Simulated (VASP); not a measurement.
Input of a VASP 6.6.1 run:

INCAR

```
  ALGO = Normal
  EDIFF = 1E-7
  ENCUT = 520
  GGA = PE
  ISIF = 2
  ISMEAR = 0
  LASPH = True
  LCHARG = True
  LELF = True
  LREAL = False
  LVHAR = True
  LWAVE = False
  NBANDS = 8
  NELM = 60
  PREC = Accurate
  SIGMA = 0.15
```

KPOINTS

```
k-points
0
Gamma
  20 20 20
```

The input POSCAR:

```
Al
1.0
    0.0000000000      1.8620616000      2.1858984000
    1.8620616000      0.0000000000      2.1858984000
    1.8620616000      1.8620616000      0.0000000000
Al
1
Direct
    0.0000000000      0.0000000000      0.0000000000
```

Potentials or basis: VASP PAW PBE potentials, release 64 (Al).

Launch:

```bash
$ cat potpaw_PBE.64/Al/POTCAR > POTCAR
$ mpirun -np 1 vasp_std > vasp.out
```

Question: Estimate the pressure.

Answer: 10.4 GPa.

Question: Predict the band gap on the k mesh.

Answer: Zero (an odd number of electrons rules out a gap without spin polarisation).

Stress tensor (GPa, compression positive):
```
15.32  0.00  0.00
 0.00 15.32  0.00
 0.00  0.00  0.59
```

Caveat: the cell differs from its parent crystal (strain -0.080 along x and y, +0.080 along z); the cell stands under pressure.
